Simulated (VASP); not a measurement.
# Co (Fd-3m) in VASP: further runs

Co is run at these levels: LDA; tasks: single point.

Everything below comes from runs of VASP 6.6.1. Logs are shortened: lines on timing, memory, paths and dates and some standing lists are left out, and cuts for length are marked.

## (1) The cell of the first run

It takes space group Fd-3m (No. 227, cubic). The conventional cell has a = 6.166 Å, b = 6.166 Å, c = 6.166 Å, α = 90.00°, β = 90.00°, γ = 90.00°. Co (site symmetry -43m) has 16 Co at 2.56 to 2.67 Å within 3.4 Å. Within 2.9 Å of Co (site symmetry -3m) lie 12 Co at 2.18 to 2.56 Å.

This isn't the form of Co at room conditions, which is hcp.

## (2) Single point, LDA, collinear spin, ferromagnetic start

Contents of INCAR:

```
  PREC = Accurate
  ENCUT = 690
  EDIFF = 1E-6
  ISMEAR = -1
  SIGMA = 0.15
  LREAL = False
  LASPH = True
  NELM = 200
  ALGO = Normal
  ISIF = 2
  LWAVE = False
  LCHARG = False
  ISPIN = 2
  MAGMOM = 1.8 1.8 1.8 1.8 1.8 1.8
  LORBIT = 11
  LMAXMIX = 4
  GGA = CA
  NBANDS = 64
  GGA_COMPAT = False
```

Contents of KPOINTS:

```
Automatic mesh
0
Gamma
  6 6 6
```

Contents of POSCAR:

```
Co
1.0
    0.0000000000      3.0831560177      3.0831560177
    3.0831560177      0.0000000000      3.0831560177
    3.0831560177      3.0831560177      0.0000000000
Co
6
Direct
    0.2500000000      0.2500000000      0.2500000000
    0.0000000000      0.0000000000      0.0000000000
    0.6250000000      0.6250000000      0.1250000000
    0.6250000000      0.1250000000      0.6250000000
    0.1250000000      0.6250000000      0.6250000000
    0.6250000000      0.6250000000      0.6250000000
```

Potentials or basis: VASP PAW LDA potentials, release 64 (Co_sv).

Started as:

```
> cat potpaw_LDA.64/Co_sv/POTCAR > POTCAR
> mpirun -np 1 vasp_std > vasp.out
```

OUTCAR:

```text
PREC = Accurate
   ENCUT = 690
   EDIFF = 1E-6
   ISMEAR = -1
   LREAL = False
   LASPH = True
   NELM = 200
   ISIF = 2
   ISPIN = 2
   LORBIT = 11
   GGA = CA

 ion  position               nearest neighbor table
   1  0.250  0.250  0.250-
   2  0.000  0.000  0.000-
   3  0.625  0.625  0.125-   6 2.18   4 2.18   5 2.18   6 2.18   4 2.18   5 2.18
   4  0.625  0.125  0.625-   6 2.18   3 2.18   3 2.18   5 2.18   6 2.18   5 2.18
   5  0.125  0.625  0.625-   6 2.18   3 2.18   4 2.18   3 2.18   4 2.18   6 2.18
   6  0.625  0.625  0.625-   3 2.18   4 2.18   5 2.18   3 2.18   4 2.18   5 2.18

  LATTYP: Found a face centered cubic cell.
 ALAT       =     6.1663120354

  Lattice vectors:

 A1 = (   0.0000000000,   3.0831560177,   3.0831560177)
 A2 = (   3.0831560177,   0.0000000000,   3.0831560177)
 A3 = (   3.0831560177,   3.0831560177,   0.0000000000)

Analysis of symmetry for initial positions (statically):
=====================================================================
 Subroutine PRICEL returns:
 Original cell was already a primitive cell.

 Routine SETGRP: Setting up the symmetry group for a
 face centered cubic supercell.

 Subroutine GETGRP returns: Found 48 space group operations
 (whereof 24 operations were pure point group operations)
 out of a pool of 48 trial point group operations.

The static configuration has the point symmetry T_d .
 The point group associated with its full space group is O_h .

Analysis of symmetry for dynamics (positions and initial velocities):
=====================================================================
 Subroutine PRICEL returns:
 Original cell was already a primitive cell.

 Routine SETGRP: Setting up the symmetry group for a
 face centered cubic supercell.

 Subroutine GETGRP returns: Found 48 space group operations
 (whereof 24 operations were pure point group operations)
 out of a pool of 48 trial point group operations.

The dynamic configuration has the point symmetry T_d .
 The point group associated with its full space group is O_h .

Analysis of structural, dynamic, and magnetic symmetry:
=====================================================================
 Subroutine PRICEL returns:
 Original cell was already a primitive cell.

 Routine SETGRP: Setting up the symmetry group for a
 face centered cubic supercell.

 Subroutine GETGRP returns: Found 48 space group operations
 (whereof 24 operations were pure point group operations)
 out of a pool of 48 trial point group operations.

The overall configuration has the point symmetry T_d .
 The point group associated with its full space group is O_h .

 Subroutine INISYM returns: Found 48 space group operations
 (whereof 24 operations are pure point group operations),
 and found     1 'primitive' translations

----------------------------------------------------------------------------------------

                                     Primitive cell

  volume of cell :      58.6160

  direct lattice vectors                    reciprocal lattice vectors
     0.000000000  3.083156018  3.083156018    -0.162171488  0.162171488  0.162171488
     3.083156018  0.000000000  3.083156018     0.162171488 -0.162171488  0.162171488
     3.083156018  3.083156018  0.000000000     0.162171488  0.162171488 -0.162171488

  length of vectors
     4.360241055  4.360241055  4.360241055     0.280889257  0.280889257  0.280889257

  position of ions in fractional coordinates (direct lattice)
     0.250000000  0.250000000  0.250000000
     0.000000000  0.000000000  0.000000000
     0.625000000  0.625000000  0.125000000
     0.625000000  0.125000000  0.625000000
     0.125000000  0.625000000  0.625000000
     0.625000000  0.625000000  0.625000000

  ion indices of the primitive-cell ions
   primitive index   ion index
                 1           1
                 2           2
                 3           3
                 4           4
                 5           5
                 6           6

----------------------------------------------------------------------------------------

 KPOINTS: Automatic mesh

Automatic generation of k-mesh.
 Grid dimensions read from file:
[... 37 lines left out ...]
 -0.333333  0.500000  0.166667     12.000000
   k-points           NKPTS =     16   k-points in BZ     NKDIM =     16   number of bands    NBANDS=     64
   number of dos      NEDOS =    301   number of ions     NIONS =      6
   total plane-waves  NPLWV =  64000
   dimension x,y,z NGX =    40 NGY =   40 NGZ =   40
   dimension x,y,z NGXF=    80 NGYF=   80 NGZF=   80
   ions per type =               6
   NGX,Y,Z   is equivalent  to a cutoff of  15.25, 15.25, 15.25 a.u.
   NGXF,Y,Z  is equivalent  to a cutoff of  30.50, 30.50, 30.50 a.u.
 SYSTEM =  unknown system
   PREC   = accura    normal or accurate (medium, high low for compatibility)
   ISTART =      0    job   : 0-new  1-cont  2-samecut
   ICHARG =      2    charge: 1-file 2-atom 10-const
   ISPIN  =      2    spin polarized calculation?
   LNONCOLLINEAR =      F non collinear calculations
   LSORBIT =      F    spin-orbit coupling
   LASPH  =      T    aspherical Exc in radial PAW
   ENCUT  =  690.0 eV  50.71 Ry    7.12 a.u.   9.34  9.34  9.34*2*pi/ulx,y,z
   NELM   =    200;   NELMIN=  2; NELMDL= -5     # of ELM steps
   EDIFF  = 0.1E-05   stopping-criterion for ELM
   LREAL  =      F    real-space projection
   EDIFFG = 0.1E-04   stopping-criterion for IOM
   NSW    =      0    number of steps for IOM
   IBRION =     -1    ionic relax: 0-MD 1-quasi-New 2-CG
   NFREE  =      0    steps in history (QN), initial steepest desc. (CG)
   ISIF   =      2    stress and relaxation
   ISYM   =      2    0-nonsym 1-usesym 2-fastsym
   POTIM  = 0.5000    time-step for ionic-motion
   TEBEG  =    0.0;   TEEND  =   0.0 temperature during run
   PSTRESS=    0.0 pullay stress
   NELECT =     102.0000    total number of electrons
   NUPDOWN=      -1.0000    fix difference up-down
   EMIN   =  10.00;   EMAX   =-10.00  energy-range for DOS
   EFERMI =   0.00;   METHOD = LEGACY
   ISMEAR =    -1;   SIGMA  =   0.15  broadening in eV -4-tet -1-fermi 0-gaus
   EFERMI_NEDOS =   21; number of points for ismear=-14 and -15
   IALGO  =     38    algorithm
   IMIX   =      4    mixing-type and parameters
     AMIX     =   0.40;   BMIX     =  1.00
     AMIX_MAG =   1.60;   BMIX_MAG =  1.00
  volume/ion in A,a.u.               =       9.77        65.93
  Fermi-wavevector in a.u.,A,eV,Ry     =   1.969107  3.721073 52.755007  3.877384
  Thomas-Fermi vector in A             =   2.992186
   LORBIT       =     11    0 simple, 1 ext, 2 COOP (PROOUT), +10 PAW based schemes
   GGA     = CA    functional components
   LHFCALC =     F    Hartree Fock is set to
   AEXX    =    0.0000 exact exchange contribution
   IVDW    =     0    specifies the selected vdW correction
   LEPSILON=     F    determine dielectric tensor
   LRPA    =     F    only Hartree local field effects (RPA)
 spin polarized calculation
  energy-cutoff  :      690.00
  volume of cell :       58.62
 maximum number of plane-waves:      2450
 NGX is ok and might be reduce to    40
   NGX = 19   NGY = 19   NGZ = 19

 number of electron     102.0000000 magnetization      10.8000000

 number of electron     102.0000060 magnetization       8.0137667

 Free energy of the ion-electron system (eV)
  ---------------------------------------------------
  ext. energy  EPLUGINS =         0.00000000
  ---------------------------------------------------
  free energy    TOTEN  =       -47.59115440 eV

  energy without entropy =      -46.96928755  energy(sigma->0) =      -47.28022098

 E-fermi :  13.5415     XC(G=0): -14.9612

 val. band max:       13.5402271825   @ k =   0.3333   0.1667   0.0000
 cond. band min:      13.5419357647   @ k =   0.0000   0.0000   0.0000
 fundamental gap:      0.0017085822
 Fermi energy:        13.5415493343

 spin component 1

 k-point     1 :       0.0000    0.0000    0.0000
  band No.  band energies     occupation
      1     -81.6657      1.00000
      2     -81.4687      1.00000
      3     -81.4687      1.00000
      4     -81.4687      1.00000
      5     -81.4298      1.00000
      6     -81.4186      1.00000
[... 1045 lines left out ...]
     62      22.8608      0.00000
     63      26.9823      0.00000
 Fermi energy:        13.5415493343

 spin component 2

 k-point     1 :       0.0000    0.0000    0.0000
  band No.  band energies     occupation
      1     -80.2502      1.00000
      2     -80.0471      1.00000
      3     -80.0471      1.00000
      4     -80.0471      1.00000
      5     -79.6118      1.00000
      6     -79.5974      1.00000
[... 1045 lines left out ...]
     62      23.5020      0.00000
     63      27.4567      0.00000
 [bands above 63 left out]

------------------------ aborting loop because EDIFF is reached ----------------------------------------

  FORCE on cell =-STRESS in cart. coord.  units (eV):
  Direction    XX          YY          ZZ          XY          YZ          ZX
  --------------------------------------------------------------------------------------
  -------------------------------------------------------------------------------------
  Total        7.0671639      7.0671639      7.0671639      0.0000000     -0.0000000     -0.0000000
  in kB      193.1698065    193.1698065    193.1698065      0.0000000     -0.0000000     -0.0000000
  external PRESSURE =     193.1698065 kB  Pullay stress =       0.0000000 kB

 VOLUME and BASIS-vectors are now :
 -----------------------------------------------------------------------------
  energy-cutoff  :      690.00
  volume of cell :       58.62
      direct lattice vectors                 reciprocal lattice vectors
     0.000000000  3.083156018  3.083156018    -0.162171488  0.162171488  0.162171488
     3.083156018  0.000000000  3.083156018     0.162171488 -0.162171488  0.162171488
     3.083156018  3.083156018  0.000000000     0.162171488  0.162171488 -0.162171488

 POSITION                                       TOTAL-FORCE (eV/Angst)
 -----------------------------------------------------------------------------------
      1.54158      1.54158      1.54158        -0.000000     -0.000000     -0.000000
      0.00000      0.00000      0.00000         0.000000      0.000000      0.000000
      2.31237      2.31237      3.85395        -0.000000      0.000000      0.000000
      2.31237      3.85395      2.31237        -0.000000      0.000000      0.000000
      3.85395      2.31237      2.31237        -0.000000      0.000000      0.000000
      3.85395      3.85395      3.85395        -0.000000      0.000000      0.000000
 -----------------------------------------------------------------------------------
    total drift:                                0.000000      0.000000      0.000000

  FREE ENERGIE OF THE ION-ELECTRON SYSTEM (eV)
  ---------------------------------------------------
  free  energy   TOTEN  =       -47.5911543962 eV

  energy  without entropy=      -46.9692875546  energy(sigma->0) =      -47.28022098

 total charge

# of ion       s       p       d       tot
------------------------------------------
    1        2.221   6.111   6.713  15.044
    2        2.221   6.111   6.713  15.044
    3        2.306   6.174   6.806  15.286
    4        2.306   6.174   6.806  15.286
    5        2.306   6.174   6.806  15.286
    6        2.306   6.174   6.806  15.286
--------------------------------------------------
tot         13.666  36.919  40.649  91.234

 magnetization (x)

# of ion       s       p       d       tot
------------------------------------------
    1       -0.002  -0.005   1.605   1.598
    2       -0.002  -0.005   1.605   1.598
    3       -0.003  -0.009   1.242   1.230
    4       -0.003  -0.009   1.242   1.230
    5       -0.003  -0.009   1.242   1.230
    6       -0.003  -0.009   1.242   1.230
--------------------------------------------------
tot         -0.013  -0.048   8.177   8.116
```

Wall time 3.7 min (1 thread of AMD EPYC 9R45 (Zen 5), shared host); peak memory 0.24 GiB.

Results:

```
Free energy                                           : -47.5912 eV
Pressure                                              : 19.3 GPa
Band gap on the k mesh                                : zero (filled and empty bands overlap)
Net moment                                            : 8.01 μB per cell
Site moments                                          : Co +1.60, +1.23 (each value once) μB
Valence electrons inside the program's atomic spheres : Co 15.04, 15.29 (each value once)
```

Caveat: the cell stands under pressure.

## (3) Single point, LDA, collinear spin, ferromagnetic start

This run uses another cell than the first one, of 10.66 Å³/atom.

Contents of INCAR:

```
SYSTEM = Co
  ALGO = Normal
  EDIFF = 1E-6
  ENCUT = 690
  GGA_COMPAT = .FALSE.
  ISIF = 2
  ISMEAR = -1
  ISPIN = 2
  LASPH = .TRUE.
  LCHARG = .FALSE.
  LMAXMIX = 4
  LORBIT = 11
  LREAL = .FALSE.
  LWAVE = .FALSE.
  MAGMOM = 1.8 1.8 1.8 1.8 1.8 1.8
  NBANDS = 64
  NELM = 200
  PREC = Accurate
  SIGMA = 0.15
```

Contents of KPOINTS:

```
k-points
0
G
  6 6 6
  0 0 0
```

Edit POSCAR of step 2 so:

```diff
@@ -2,5 +2,5 @@
 1.0
-    0.0000000000      3.0831560177      3.0831560177
-    3.0831560177      0.0000000000      3.0831560177
-    3.0831560177      3.0831560177      0.0000000000
+    0.0000000000      3.1738886696      3.1738886696
+    3.1738886696      0.0000000000      3.1738886696
+    3.1738886696      3.1738886696      0.0000000000
 Co
```

Potentials or basis: VASP PAW LDA potentials, release 64 (Co_sv).

Started as:

```
> cat potpaw_LDA.64/Co_sv/POTCAR > POTCAR
> mpirun -np 1 vasp_std > vasp.out
```

Run time: 2.9 min. Hardware: 1 thread of Intel Xeon Platinum 8559C (Emerald Rapids), shared host; peak memory 0.27 GiB.

Results (log left out):

```
Free energy                                           : -47.8426 eV
Pressure                                              : -4.3 GPa
Net moment                                            : 8.75 μB per cell
Site moments                                          : Co +1.67, +1.39 (each value once) μB
Valence electrons inside the program's atomic spheres : Co 14.99, 15.19 (each value once)
```

Levels at points of the mesh, in eV from the Fermi level:
Spin up:
| k point | band 52 | band 53 | band 54 | band 55 | band 56 | band 57 | band 58 | band 59 |
| --- | --- | --- | --- | --- | --- | --- | --- | --- |
| (0.00, 0.00, 0.00) | -0.71 | 0.25 | 0.25 | 0.25 | 1.29 | 2.99 | 2.99 | 2.99 |
| (0.50, 0.00, 0.00) | -0.92 | -0.92 | -0.64 | -0.64 | 0.25 | 2.23 | 2.56 | 2.56 |
| (0.50, 0.50, 0.00) | -1.13 | -1.04 | -1.04 | -0.88 | -0.88 | 1.65 | 1.65 | 2.40 |
Spin down:
| k point | band 44 | band 45 | band 46 | band 47 | band 48 | band 49 |
| --- | --- | --- | --- | --- | --- | --- |
| (0.00, 0.00, 0.00) | -0.61 | 0.07 | 0.07 | 0.07 | 0.54 | 0.54 |
| (0.50, 0.00, 0.00) | -0.64 | -0.32 | -0.32 | -0.30 | 0.01 | 0.13 |
| (0.50, 0.50, 0.00) | -0.52 | -0.26 | -0.26 | -0.18 | -0.18 | 0.39 |

Caveat: the cell stands under tension.

The gap in the log of VASP goes by the Fermi energy; the results here count the filled bands.